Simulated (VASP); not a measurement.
Runs of VASP 6.6.1 on MgO. Symmetry: Fm-3m, No. 225, cubic system. The conventional cell has a = 4.217 Å, b = 4.217 Å, c = 4.217 Å, α = 90.00°, β = 90.00°, γ = 90.00°. Mg (site symmetry m-3m) has 6 O at 2.11 Å within 2.8 Å. O (site symmetry m-3m) has 6 Mg at 2.11 Å within 2.8 Å. 

```csv
k mesh,gap on the mesh (eV),pressure (GPa)
3 × 3 × 3,4.66,(a)
11 × 11 × 11,4.71,4.2
4 × 4 × 4,4.70,4.2
9 × 9 × 9,4.71,4.2
```

Alike in all rows: task single point; level PBE; potentials or basis VASP PAW PBE potentials, release 64 (Mg_sv, O); no spin polarisation; cell as given; cutoff (eV) 840; smearing gaussian 0.01 eV.

Question: Estimate the missing entries.

Answer: (a) 4.7.

Caveats: some runs use coarse meshes; the cell stands under pressure (at least some runs).

